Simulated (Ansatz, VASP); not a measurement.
# Two plane-wave programs on FePt

```
CELL_PARAMETERS angstrom
2.71739 0.00000 0.00000
-1.35870 2.35333 0.00000
0.00000 0.00000 4.40179
ATOMIC_POSITIONS crystal
Fe 0.66667 0.33333 0.50000
Pt 0.33333 0.66667 0.00000
```

Alike in both runs: task relaxation of cell and atoms; functional PBE; k mesh 24 × 24 × 12; occupations gaussian, width 0.1 eV; collinear spin.

```csv
,VASP,Ansatz
version,VASP 6.6.1,Ansatz 0.2.0
potentials or method,"VASP PAW PBE potentials, release 64 (Fe, Pt), cutoff 600 eV","scalar-relativistic, plane waves, PAW"
valence electrons in the cell,18,34
```

```csv
,VASP,Ansatz,Ansatz less VASP
"gap on the k mesh at the Fermi level, each at its own relaxed structure (eV)",none,none,-
net moment per atom (μB),1.58,1.58,+0.002
size of the moment on the site where the two differ most (μB),2.88,2.92,+0.040
relaxed volume (Å³/atom),14.07,14.10,+0.024
relaxed length of the cell vector where the two differ most in proportion (Å),4.368,4.371,+0.0025
```

Site moments also hang on the region over which each program counts them. A gap of «none» marks a metal or a gap that the smearing closes. VASP's potentials hold 18 valence electrons a cell and Ansatz's 34, so a difference there can come from the potentials and not from the codes.

Neither program's run includes spin-orbit coupling.
